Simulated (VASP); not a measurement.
# CdTe (F-43m) in VASP: a series of runs

CdTe is run at these levels: PBEsol; tasks: single point, relaxation of cell and atoms.

All numbers are computed with VASP 6.6.1; they aren't measurements. Logs are shortened: lines on timing, memory, paths and dates and some standing lists are left out, and cuts for length are marked.

## (1) The cell of the first run

It takes space group F-43m (No. 216, cubic). Conventional cell: a = 6.491 Å, b = 6.491 Å, c = 6.491 Å, α = 90.00°, β = 90.00°, γ = 90.00°. Within 3.7 Å of Cd (site symmetry -43m) lie 4 Te at 2.81 Å. Te (site symmetry -43m) has 4 Cd at 2.81 Å within 3.7 Å.

## (2) Single point, PBEsol

INCAR reads:

```
  PREC = Accurate
  ENCUT = 520
  EDIFF = 1E-6
  ISMEAR = 0
  SIGMA = 0.02
  LREAL = F
  LASPH = T
  NELM = 80
  ALGO = Normal
  ISIF = 2
  LWAVE = F
  LCHARG = T
  GGA = PS
  LELF = T
  LVHAR = T
  NBANDS = 16
```

KPOINTS reads:

```
Automatic mesh
0
Gamma
  8 8 8
```

POSCAR reads:

```
CdTe
1.0
    0.0000000000      3.2455445498      3.2455445498
    3.2455445498      0.0000000000      3.2455445498
    3.2455445498      3.2455445498      0.0000000000
Cd Te
1 1
Direct
    0.0000000000      0.0000000000      0.0000000000
    0.2500000000      0.2500000000      0.2500000000
```

Potentials or basis: VASP PAW PBE potentials, release 64 (Cd, Te).

Launch:

```
$ cat potpaw_PBE.64/Cd/POTCAR potpaw_PBE.64/Te/POTCAR > POTCAR
$ mpirun -np 1 vasp_std > vasp.out
```

OUTCAR:

```text
PREC = Accurate
   ENCUT = 520
   EDIFF = 1E-6
   ISMEAR = 0
   LREAL = F
   LASPH = T
   NELM = 80
   ISIF = 2
   GGA = PS

 ion  position               nearest neighbor table
   1  0.000  0.000  0.000-   2 2.81   2 2.81   2 2.81   2 2.81
   2  0.250  0.250  0.250-   1 2.81   1 2.81   1 2.81   1 2.81

  LATTYP: Found a face centered cubic cell.
 ALAT       =     6.4910890996

  Lattice vectors:

 A1 = (   0.0000000000,   3.2455445498,   3.2455445498)
 A2 = (   3.2455445498,   0.0000000000,   3.2455445498)
 A3 = (   3.2455445498,   3.2455445498,   0.0000000000)

Analysis of symmetry for initial positions (statically):
=====================================================================
 Subroutine PRICEL returns:
 Original cell was already a primitive cell.

 Routine SETGRP: Setting up the symmetry group for a
 face centered cubic supercell.

 Subroutine GETGRP returns: Found 24 space group operations
 (whereof 24 operations were pure point group operations)
 out of a pool of 48 trial point group operations.

The static configuration has the point symmetry T_d .

Analysis of symmetry for dynamics (positions and initial velocities):
=====================================================================
 Subroutine PRICEL returns:
 Original cell was already a primitive cell.

 Routine SETGRP: Setting up the symmetry group for a
 face centered cubic supercell.

 Subroutine GETGRP returns: Found 24 space group operations
 (whereof 24 operations were pure point group operations)
 out of a pool of 48 trial point group operations.

The dynamic configuration has the point symmetry T_d .

 Subroutine INISYM returns: Found 24 space group operations
 (whereof 24 operations are pure point group operations),
 and found     1 'primitive' translations

----------------------------------------------------------------------------------------

                                     Primitive cell

  volume of cell :      68.3743

  direct lattice vectors                    reciprocal lattice vectors
     0.000000000  3.245544550  3.245544550    -0.154057352  0.154057352  0.154057352
     3.245544550  0.000000000  3.245544550     0.154057352 -0.154057352  0.154057352
     3.245544550  3.245544550  0.000000000     0.154057352  0.154057352 -0.154057352

  length of vectors
     4.589893120  4.589893120  4.589893120     0.266835161  0.266835161  0.266835161

  position of ions in fractional coordinates (direct lattice)
     0.000000000  0.000000000  0.000000000
     0.250000000  0.250000000  0.250000000

[... 76 lines left out ...]
   EDIFF  = 0.1E-05   stopping-criterion for ELM
   LREAL  =      F    real-space projection
   EDIFFG = 0.1E-04   stopping-criterion for IOM
   NSW    =      0    number of steps for IOM
   IBRION =     -1    ionic relax: 0-MD 1-quasi-New 2-CG
   NFREE  =      0    steps in history (QN), initial steepest desc. (CG)
   ISIF   =      2    stress and relaxation
   ISYM   =      2    0-nonsym 1-usesym 2-fastsym
   POTIM  = 0.5000    time-step for ionic-motion
   TEBEG  =    0.0;   TEEND  =   0.0 temperature during run
   PSTRESS=    0.0 pullay stress
   NELECT =      18.0000    total number of electrons
   NUPDOWN=      -1.0000    fix difference up-down
   EMIN   =  10.00;   EMAX   =-10.00  energy-range for DOS
   EFERMI =   0.00;   METHOD = LEGACY
   ISMEAR =     0;   SIGMA  =   0.02  broadening in eV -4-tet -1-fermi 0-gaus
   EFERMI_NEDOS =   21; number of points for ismear=-14 and -15
   IALGO  =     38    algorithm
   IMIX   =      4    mixing-type and parameters
     AMIX     =   0.40;   BMIX     =  1.00
     AMIX_MAG =   1.60;   BMIX_MAG =  1.00
  volume/ion in A,a.u.               =      34.19       230.71
  Fermi-wavevector in a.u.,A,eV,Ry     =   1.049224  1.982745 14.978251  1.100870
  Thomas-Fermi vector in A             =   2.184178
   LORBIT       =      0    0 simple, 1 ext, 2 COOP (PROOUT), +10 PAW based schemes
   GGA     = PS    functional components
   LHFCALC =     F    Hartree Fock is set to
   AEXX    =    0.0000 exact exchange contribution
   IVDW    =     0    specifies the selected vdW correction
   LEPSILON=     F    determine dielectric tensor
   LRPA    =     F    only Hartree local field effects (RPA)
 non-spin polarized calculation
 Gauss-broadening in eV      SIGMA  =   0.02
  energy-cutoff  :      520.00
  volume of cell :       68.37
 maximum number of plane-waves:      1862
 NGX is ok and might be reduce to    36
   NGX = 17   NGY = 17   NGZ = 17

 number of electron      17.9999997 magnetization

 Free energy of the ion-electron system (eV)
  ---------------------------------------------------
  ext. energy  EPLUGINS =         0.00000000
  ---------------------------------------------------
  free energy    TOTEN  =        -5.48950645 eV

  energy without entropy =       -5.48950645  energy(sigma->0) =       -5.48950645

 E-fermi :   2.2786     XC(G=0):  -8.7607

 val. band max:        2.1686480247   @ k =   0.0000   0.0000   0.0000
 cond. band min:       2.8171425685   @ k =   0.0000   0.0000   0.0000
 fundamental gap:      0.6484945437
 Fermi energy:         2.2786283183

 k-point     1 :       0.0000    0.0000    0.0000
  band No.  band energies     occupation
      1      -9.0170      2.00000
      2      -6.0703      2.00000
      3      -6.0703      2.00000
      4      -6.0703      2.00000
      5      -5.8087      2.00000
      6      -5.8087      2.00000
[... 433 lines left out ...]
      3      -5.9694      2.00000
      4      -5.8247      2.00000
      5      -5.8034      2.00000
      6      -5.3731      2.00000
[... 8 lines left out ...]
     15      12.1687      0.00000
     16      12.6997      0.00000

 [... further k-points ...]

------------------------ aborting loop because EDIFF is reached ----------------------------------------

  FORCE on cell =-STRESS in cart. coord.  units (eV):
  Direction    XX          YY          ZZ          XY          YZ          ZX
  --------------------------------------------------------------------------------------
  -------------------------------------------------------------------------------------
  Total        0.0540845      0.0540845      0.0540845     -0.0000000      0.0000000      0.0000000
  in kB        1.2673322      1.2673322      1.2673322     -0.0000000      0.0000000      0.0000000
  external PRESSURE =       1.2673322 kB  Pullay stress =       0.0000000 kB

 VOLUME and BASIS-vectors are now :
 -----------------------------------------------------------------------------
  energy-cutoff  :      520.00
  volume of cell :       68.37
      direct lattice vectors                 reciprocal lattice vectors
     0.000000000  3.245544550  3.245544550    -0.154057352  0.154057352  0.154057352
     3.245544550  0.000000000  3.245544550     0.154057352 -0.154057352  0.154057352
     3.245544550  3.245544550  0.000000000     0.154057352  0.154057352 -0.154057352

 POSITION                                       TOTAL-FORCE (eV/Angst)
 -----------------------------------------------------------------------------------
      0.00000      0.00000      0.00000        -0.000000     -0.000000     -0.000000
      1.62277      1.62277      1.62277         0.000000      0.000000      0.000000
 -----------------------------------------------------------------------------------
    total drift:                               -0.000000     -0.000000     -0.000000

  FREE ENERGIE OF THE ION-ELECTRON SYSTEM (eV)
  ---------------------------------------------------
  free  energy   TOTEN  =        -5.4895064519 eV

  energy  without entropy=       -5.4895064519  energy(sigma->0) =       -5.48950645
```

It took 32 s on 1 thread of Intel Xeon 6975P-C (Granite Rapids), shared host; peak memory 0.21 GiB.

Results:

- Free energy: -5.4895 eV
- Pressure: 0.1 GPa
- Band gap on the k mesh: 0.65 eV, direct

Caveat: the PAW data sets were made with another functional, which shifts forces and pressure a little; spin-orbit coupling is left out, which moves the levels of the heavy elements.

## (3) Relaxation of cell and atoms, PBEsol

This run uses another cell than the first one, of 35.36 Å³/atom, 1.034 times its volume.

INCAR reads:

```
PREC     = Accurate       # precision mode
ENCUT    = 600            # plane-wave cutoff, eV
EDIFF    = 1E-7           # SCF threshold, eV
ISMEAR   = 0              # smearing method
SIGMA    = 0.02           # smearing width, eV
LREAL    = False          # projectors in reciprocal space
LASPH    = True           # aspherical terms in the spheres
NELM     = 80             # most SCF steps
ALGO     = Normal         # electronic algorithm
ISIF     = 3              # what is computed and relaxed
LWAVE    = False          # write WAVECAR
LCHARG   = False          # write CHGCAR
GGA      = PS             # functional
IBRION   = 2              # ionic algorithm
NSW      = 100            # ionic steps
EDIFFG   = -0.005         # ionic threshold
```

KPOINTS is that of step 2.

POSCAR reads:

```
CdTe
1.0
    0.0000000000      3.2821135562      3.2821135562
    3.2821135562      0.0000000000      3.2821135562
    3.2821135562      3.2821135562      0.0000000000
Cd Te
1 1
Direct
    0.0000000000      0.0000000000      0.0000000000
    0.2500000000      0.2500000000      0.2500000000
```

Potentials or basis: VASP PAW PBE potentials, release 64 (Cd, Te).

Launch:

```
$ cat potpaw_PBE.64/Cd/POTCAR potpaw_PBE.64/Te/POTCAR > POTCAR
$ mpirun -np 1 vasp_std > vasp.out
```

OUTCAR:

```text
PREC = Accurate
   ENCUT = 600
   EDIFF = 1E-7
   ISMEAR = 0
   LREAL = False
   LASPH = True
   NELM = 80
   ISIF = 3
   GGA = PS
   IBRION = 2
   NSW = 100
   EDIFFG = -0.005

 ion  position               nearest neighbor table
   1  0.000  0.000  0.000-   2 2.84   2 2.84   2 2.84   2 2.84
   2  0.250  0.250  0.250-   1 2.84   1 2.84   1 2.84   1 2.84

  LATTYP: Found a face centered cubic cell.
 ALAT       =     6.5642271124

  Lattice vectors:

 A1 = (   0.0000000000,   3.2821135562,   3.2821135562)
 A2 = (   3.2821135562,   0.0000000000,   3.2821135562)
 A3 = (   3.2821135562,   3.2821135562,   0.0000000000)

Analysis of symmetry for initial positions (statically):
=====================================================================
 Subroutine PRICEL returns:
 Original cell was already a primitive cell.

 Routine SETGRP: Setting up the symmetry group for a
 face centered cubic supercell.

 Subroutine GETGRP returns: Found 24 space group operations
 (whereof 24 operations were pure point group operations)
 out of a pool of 48 trial point group operations.

The static configuration has the point symmetry T_d .

Analysis of symmetry for dynamics (positions and initial velocities):
=====================================================================
 Subroutine PRICEL returns:
 Original cell was already a primitive cell.

 Routine SETGRP: Setting up the symmetry group for a
 face centered cubic supercell.

 Subroutine GETGRP returns: Found 24 space group operations
 (whereof 24 operations were pure point group operations)
 out of a pool of 48 trial point group operations.

The dynamic configuration has the point symmetry T_d .

 Subroutine INISYM returns: Found 24 space group operations
 (whereof 24 operations are pure point group operations),
 and found     1 'primitive' translations

----------------------------------------------------------------------------------------

                                     Primitive cell

[... 135 lines left out ...]
  ---------------------------------------------------
  ext. energy  EPLUGINS =         0.00000000
  ---------------------------------------------------
  free energy    TOTEN  =        -5.48153282 eV

  energy without entropy =       -5.48153282  energy(sigma->0) =       -5.48153282

------------------------ aborting loop because EDIFF is reached ----------------------------------------

  FORCE on cell =-STRESS in cart. coord.  units (eV):
  Direction    XX          YY          ZZ          XY          YZ          ZX
  --------------------------------------------------------------------------------------
  -------------------------------------------------------------------------------------
  Total       -0.5325759     -0.5325759     -0.5325759      0.0000000      0.0000000     -0.0000000
  in kB      -12.0670556    -12.0670556    -12.0670556      0.0000000      0.0000000     -0.0000000
  external PRESSURE =     -12.0670556 kB  Pullay stress =       0.0000000 kB
[... 59 lines left out ...]
--------------------------------------- Ionic step        3  -------------------------------------------

 number of electron      17.9999998 magnetization

 Free energy of the ion-electron system (eV)
  ---------------------------------------------------
  ext. energy  EPLUGINS =         0.00000000
  ---------------------------------------------------
  free energy    TOTEN  =        -5.49010579 eV

  energy without entropy =       -5.49010579  energy(sigma->0) =       -5.49010579

 E-fermi :   2.2772     XC(G=0):  -8.7519

 val. band max:        2.1506044867   @ k =   0.0000   0.0000   0.0000
 cond. band min:       2.7931260335   @ k =   0.0000   0.0000   0.0000
 fundamental gap:      0.6425215469
 Fermi energy:         2.2772413687

 k-point     1 :       0.0000    0.0000    0.0000
  band No.  band energies     occupation
      1      -9.0236      2.00000
      2      -6.0828      2.00000
      3      -6.0828      2.00000
      4      -6.0828      2.00000
      5      -5.8227      2.00000
      6      -5.8227      2.00000
      7       2.1506      2.00000
      8       2.1506      2.00000
      9       2.1506      2.00000
     10       2.7931      0.00000
     11       6.7015      0.00000
     12       6.7015      0.00000
     13       6.7015      0.00000
[... 354 lines left out ...]
  band No.  band energies     occupation
      1      -8.5631      2.00000
      2      -5.9949      2.00000
      3      -5.9824      2.00000
      4      -5.8386      2.00000
      5      -5.8174      2.00000
      6      -5.3890      2.00000
      7      -2.0967      2.00000
      8       0.0760      2.00000
      9       0.8833      2.00000
     10       5.3131      0.00000
     11       6.6626      0.00000
     12       8.0615      0.00000
     13       9.2341      0.00000

 [... further k-points ...]

------------------------ aborting loop because EDIFF is reached ----------------------------------------

  FORCE on cell =-STRESS in cart. coord.  units (eV):
  Direction    XX          YY          ZZ          XY          YZ          ZX
  --------------------------------------------------------------------------------------
  -------------------------------------------------------------------------------------
  Total        0.0023061      0.0023061      0.0023061     -0.0000000      0.0000000     -0.0000000
  in kB        0.0539311      0.0539311      0.0539311     -0.0000000      0.0000000     -0.0000000
  external PRESSURE =       0.0539311 kB  Pullay stress =       0.0000000 kB
[... 17 lines left out ...]
  FREE ENERGIE OF THE ION-ELECTRON SYSTEM (eV)
  ---------------------------------------------------
  free  energy   TOTEN  =        -5.4901057855 eV

  energy  without entropy=       -5.4901057855  energy(sigma->0) =       -5.49010579

 reached required accuracy - stopping structural energy minimisation
```

OSZICAR:

```text
N       E                     dE             d eps       ncg     rms          rms(c)
DAV:   1     0.107498840551E+03    0.10750E+03   -0.89153E+03   754   0.133E+03
DAV:   2    -0.132082613853E+01   -0.10882E+03   -0.10418E+03   829   0.286E+02
DAV:   3    -0.569395089563E+01   -0.43731E+01   -0.43605E+01   919   0.596E+01
[... 25 lines left out ...]
DAV:   3    -0.549024308006E+01    0.80843E-03   -0.20152E-03   804   0.492E-01    0.192E-01
DAV:   4    -0.549011491432E+01    0.12817E-03   -0.21323E-04   819   0.124E-01    0.366E-02
DAV:   5    -0.549010639511E+01    0.85192E-05   -0.24158E-05   814   0.654E-02    0.254E-02
DAV:   6    -0.549010579008E+01    0.60503E-06   -0.58998E-06   797   0.256E-02    0.642E-03
DAV:   7    -0.549010578553E+01    0.45497E-08   -0.91205E-07   894   0.129E-02
   3 F= -.54901058E+01 E0= -.54901058E+01  d E =-.857297E-02
```

Wall time 78 s (1 thread of Intel Xeon 6975P-C (Granite Rapids), shared host); peak memory 0.25 GiB.

What came out:

```
Free energy                            : -5.4901 eV
Relaxed volume                         : 34.26 Å³/atom
Relaxed cell                           : a = 4.593 Å, b = 4.593 Å, c = 4.593 Å, α = 60.00°, β = 60.00°, γ = 60.00°
Space group after relaxing (to 0.05 Å) : F-43m (No. 216)
Energy gained by relaxing              : 4.3 meV/atom
Ionic steps                            : 3
Pressure after relaxing                : 0.0 GPa
Band gap on the k mesh                 : 0.64 eV, direct
```

Step by step:
```
step  energy change (eV)  largest force (eV/Å)  pressure (GPa)  volume (Å³)
   1              0.0000                0.0000           -1.21        70.71
   2             -0.0081                0.0000            0.31        68.02
   3             -0.0086                0.0000            0.01        68.51
```

Final structure:
```
CELL_PARAMETERS angstrom
0.00000 3.24770 3.24770
3.24770 0.00000 3.24770
3.24770 3.24770 0.00000
ATOMIC_POSITIONS crystal
Cd 0.00000 0.00000 0.00000
Te 0.25000 0.25000 0.25000
```

Levels at points of the mesh, in eV from the valence-band top:
| k point | band 7 | band 8 | band 9 | band 10 | band 11 | band 12 |
| --- | --- | --- | --- | --- | --- | --- |
| (0.00, 0.00, 0.00) | 0.00 | 0.00 | 0.00 | 0.64 | 4.55 | 4.55 |
| (0.50, 0.00, 0.00) | -4.44 | -0.77 | -0.77 | 1.73 | 5.13 | 5.13 |
| (0.50, 0.50, 0.00) | -4.32 | -1.86 | -1.86 | 2.51 | 2.60 | 8.69 |

Caveat: the PAW data sets were made with another functional, which shifts forces and pressure a little; spin-orbit coupling is left out, which moves the levels of the heavy elements. PBEsol gaps usually lie below the measured ones, often by a third to a half.
